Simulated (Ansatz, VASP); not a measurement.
**SiC20 in VASP and in Ansatz**

```
C Si
1.0
     4.93005    0.00000    0.00000
    -1.23251    7.07369    0.00000
     0.00000    0.00000   22.12935
C Si
20 1
Direct
  0.38582 0.54327 0.18076
  0.88582 0.54327 0.18076
  0.27220 0.08881 0.22674
  0.77220 0.08881 0.22674
  0.40100 0.60398 0.24207
  0.90100 0.60398 0.24207
  0.02979 0.11916 0.25740
  0.52979 0.11916 0.25740
  0.15859 0.63434 0.27273
  0.65859 0.63434 0.27273
  0.04611 0.18443 0.31991
  0.54611 0.18443 0.31991
  0.15376 0.61504 0.33682
  0.65376 0.61504 0.33682
  0.30848 0.23391 0.34806
  0.80848 0.23391 0.34806
  0.38806 0.55223 0.36300
  0.88806 0.55223 0.36300
  0.34455 0.37820 0.39447
  0.84455 0.37820 0.39447
  0.59455 0.62820 0.53455
```

Alike in both runs: task single point; functional PBE; dispersion D3(BJ); k mesh 6 × 4 × 1; occupations gaussian, width 0.1 eV; no spin polarisation.

|  | VASP | Ansatz |
| --- | --- | --- |
| version | VASP 6.6.1 | Ansatz 0.2.0 |
| potentials or method | VASP PAW PBE potentials, release 64 (C, Si), cutoff 520 eV | scalar-relativistic, plane waves, PAW |
| valence electrons in the cell | 84 | 84 |

Ansatz gave:

* gap on the k mesh at the Fermi level (eV): none
* rms of the force components (eV/Å): 0.741
* work function, face that differs most (eV): 4.11

Q: What did VASP give for the same quantities?

A: gap on the k mesh at the Fermi level (eV): none; rms of the force components (eV/Å): 0.731; work function, face that differs most (eV): 4.10.

Atom by atom the forces differ by 0.020 eV/Å (rms over components). A gap of «none» marks a metal or a gap that the smearing closes. Ansatz's warnings: vacuum below fermi.
